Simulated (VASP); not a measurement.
**Li6Ag: single point with PBE**

Crystal: Li6Ag.

```
Li Ag
1.0
     7.90762    0.00000    0.00000
    -3.95381    6.84820    0.00000
     0.00000    0.00000    2.83001
Li Ag
6 1
Direct
  0.00000 0.32656 0.50000
  0.67344 0.67344 0.50000
  0.32656 0.00000 0.50000
  0.00000 0.67344 0.50000
  0.32656 0.32656 0.50000
  0.67344 0.00000 0.50000
  0.00000 0.00000 0.00000
```

```
Program                 : VASP 6.6.1
Task                    : single point
Functional              : PBE
Potentials or basis     : VASP PAW PBE potentials, release 64 (Li_sv, Ag)
Cutoff                  : 520 eV
k mesh                  : 6 × 6 × 14
Occupations             : gaussian, width 0.1 eV
Spin                    : no spin polarisation
Dipole correction       : no
k mesh for the DOS      : 9 × 9 × 21
Occupations for the DOS : tetrahedron
Further INCAR settings  : ALGO = Fast; EDIFF = 1e-07; NBANDS = 24
```

```yaml
Valence_electrons_inside_the_program's_atomic_spheres: Li 2.08; Ag 9.86
```

Levels at points of the mesh, in eV from the Fermi level:
```
           k point  band 11  band 12  band 13  band 14  band 15  band 16  band 17  band 18  band 19  band 20
(0.00, 0.00, 0.00)    -3.87    -3.87    -1.89    -1.51    -1.51    -0.61    -0.48    -0.48     3.08     3.08
```

Wall time 30 min on 1 thread of Oxide Virtual Turin-like Processor (shared host), peak memory 0.52 GiB.
